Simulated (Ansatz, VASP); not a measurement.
SnSe in VASP and in Ansatz

```xyz
2
Lattice="0.0000 3.0076 3.0076 3.0076 0.0000 3.0076 3.0076 3.0076 0.0000" Properties=species:S:1:pos:R:3 pbc="T T T"
Sn    0.0000    0.0000    0.0000
Se    3.0076    3.0076    3.0076
```

Alike in both runs: task single point; functional r2SCAN; k mesh 8 × 8 × 8; occupations fermi-dirac, width 0.02 eV; no spin polarisation.

|  | VASP | Ansatz |
| --- | --- | --- |
| version | VASP 6.6.1 | Ansatz 0.2.0 |
| potentials or method | VASP PAW PBE potentials, release 64 (Sn_d, Se), cutoff 520 eV | PAW plane waves |
| valence electrons in the cell | 20 | 30 |

|  | VASP | Ansatz | Ansatz less VASP |
| --- | --- | --- | --- |
| pressure (GPa) | 0.0 | 0.0 | +0.01 |

VASP's potentials were made for PBE, not for r2SCAN. VASP's potentials hold 20 valence electrons a cell and Ansatz's 30, so a difference there can come from the potentials and not from the codes.
